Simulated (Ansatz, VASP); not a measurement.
**Two plane-wave programs on Cs**

```
Cs
1.0
    -3.12847    3.12847    3.12847
     3.12847   -3.12847    3.12847
     3.12847    3.12847   -3.12847
Cs
1
Direct
  0.00000 0.00000 0.00000
```

Alike in both runs: task single point; functional PBE; k mesh 4 × 4 × 4; no spin polarisation.

|  | VASP | Ansatz |
| --- | --- | --- |
| version | VASP 6.6.1 | Ansatz 0.2.0 |
| potentials or method | VASP PAW PBE potentials, release 64 (Cs_sv), cutoff 520 eV | scalar-relativistic, plane waves, PAW |
| occupations | fermi-dirac, width 0.1 eV | fermi-dirac |
| valence electrons in the cell | 9 | 9 |

```tsv
	VASP	Ansatz	Ansatz less VASP
gap on the k mesh at the Fermi level (eV)	none	none	-
pressure (GPa)	-0.1	-0.1	+0.01
```

A gap of «none» marks a metal or a gap that the smearing closes.

Neither program's run includes spin-orbit coupling.
